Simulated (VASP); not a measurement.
A run of VASP 6.6.1 is set up as follows.

POSCAR

```
TiAl
1.0
    2.8672622327      0.0000000000      0.0000000000
   -1.4336311163      2.4831219328      0.0000000000
    0.0000000000      0.0000000000      4.6780830000
Ti Al
1 1
Direct
    0.0000000000      0.0000000000      0.0000000000
    0.3333333333      0.6666666667      0.5000000000
```

Contents of INCAR.step1:

```
SYSTEM = TiAl
ALGO = Normal ; EDIFF = 1E-5
ENCUT = 520 ; GGA = PE
ISIF = 2 ; ISMEAR = -1
LASPH = .TRUE. ; LCHARG = .FALSE.
LREAL = .FALSE. ; LWAVE = .TRUE.
NBANDS = 14 ; NELM = 100
PREC = Accurate ; SIGMA = 0.05
```

Contents of INCAR.step2:

```
SYSTEM = TiAl
AEXX = 0.25 ; ALGO = Normal
EDIFF = 1E-6 ; ENCUT = 520
GGA = PS ; ISIF = 2
ISMEAR = -1 ; ISTART = 1
LASPH = .TRUE. ; LCHARG = .FALSE.
LHFCALC = .TRUE. ; LREAL = .FALSE.
LWAVE = .FALSE. ; NBANDS = 14
NELM = 100 ; PREC = Accurate
PRECFOCK = Normal ; SIGMA = 0.05
```

The input KPOINTS:

```
k-points
0
G
  6 6 3
  0 0 0
```

Potentials or basis: VASP PAW PBE potentials, release 64 (Ti_sv, Al).

Run with:

```bash
$ cat potpaw_PBE.64/Ti_sv/POTCAR potpaw_PBE.64/Al/POTCAR > POTCAR
$ cp INCAR.step1 INCAR
$ mpirun -np 1 vasp_std > vasp.out
$ cp INCAR.step2 INCAR
$ mpirun -np 1 vasp_std > vasp.out
```

(1) Predict the pressure.

(2) Predict the band gap on the k mesh.

Answers

(1) -3.8 GPa.

(2) zero (an odd number of electrons rules out a gap without spin polarisation).

Caveat: the k points lie up to 0.45 Å⁻¹ apart, too coarse for converged energies and pressures of a metal; the PAW data sets were made with another functional, which shifts forces and pressure a little.
